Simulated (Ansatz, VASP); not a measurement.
**Two plane-wave programs on TaN**

Contents of INCAR:

```
SYSTEM = TaN
ALGO = Normal
EDIFF = 1E-6
EDIFFG = -0.01
ENCUT = 600
GGA = PE
IBRION = 2
ISIF = 3
ISMEAR = -1
LASPH = .True.
LCHARG = .False.
LDAU = .True.
LDAUJ = 0 0
LDAUL = 2 -1
LDAUPRINT = 1
LDAUTYPE = 2
LDAUU = 1 0
LMAXMIX = 4
LREAL = .False.
LWAVE = .False.
NELM = 150
NSW = 60
PREC = Accurate
SIGMA = 0.05
```

KPOINTS

```
k-points
0
Gamma
  6 6 9
  0 0 0
```

Contents of POSCAR:

```
TaN
1.0
    5.1850002000      0.0000000000      0.0000000000
   -2.5925001000      4.4903418900      0.0000000000
    0.0000000000      0.0000000000      2.9080005300
Ta N
3 3
Direct
    0.0000000000      0.0000000000      0.0000000000
    0.3333333333      0.6666666667      0.5000000000
    0.6666666667      0.3333333333      0.5000000000
    0.5000000000      0.0000000000      0.0000000000
    0.5000000000      0.5000000000      0.0000000000
    0.0000000000      0.5000000000      0.0000000000
```

input.yaml

```yaml
crystal:
  lattice:
    - [5.1850002, 0.0, 0.0]
    - [-2.5925001, 4.49034189, 0.0]
    - [0.0, 0.0, 2.90800053]
  atoms:
    - { symbol: Ta, position: [0.0, 0.0, 0.0] }
    - { symbol: Ta, position: [0.3333333333, 0.6666666667, 0.5] }
    - { symbol: Ta, position: [0.6666666667, 0.3333333333, 0.5] }
    - { symbol: "N", position: [0.5, 0.0, 0.0] }
    - { symbol: "N", position: [0.5, 0.5, 0.0] }
    - { symbol: "N", position: [0.0, 0.5, 0.0] }
hamiltonian:
  xc: pbe
  pseudopotentials: { kind: paw }
  hubbard: { sites: [{ species: Ta, l: d, u_eff: 1.0 }] }
kpoints:
  mp_grid: { grid: [6, 6, 9] }
scf:
  occupations: { method: fermi_dirac, width: 0.05 }
output:
  forces: true
  stress: true
  eigenvalues: true
relax:
  f_tol: 0.01
  max_steps: 40
  cell: { stress_tol: 0.05 }
```

Alike in both runs: task relaxation of cell and atoms; functional PBE; k mesh 6 × 6 × 9; occupations fermi-dirac, width 0.05 eV; no spin polarisation; Hubbard terms Ta d U = 1.0 eV.

```csv
,VASP,Ansatz
version,VASP 6.6.1,Ansatz 0.2.0
potentials or method,"VASP PAW PBE potentials, release 64 (Ta_pv, N)",Ansatz PAW
plane-wave cutoff (eV),600,420
valence electrons in the cell,48,54
```

|  | VASP | Ansatz | Ansatz less VASP |
| --- | --- | --- | --- |
| gap on the k mesh at the Fermi level, each at its own relaxed structure (eV) | none | none | - |
| relaxed volume (Å³/atom) | 11.79 | 11.70 | -0.092 |
| relaxed cell length with the largest relative difference (Å) | 2.944 | 2.932 | -0.0112 |

The programs project onto different local orbitals, so the same U acts differently, and such runs can settle in different states. A gap of «none» marks a metal or a gap that the smearing closes. VASP's potentials hold 48 valence electrons a cell and Ansatz's 54, so a difference there can come from the potentials and not from the codes.

Spin-orbit coupling is off throughout. Noted on Ansatz's run: the plane-wave basis is chosen anew once the cell has moved, so the energies of steps on either side of that aren't comparable.
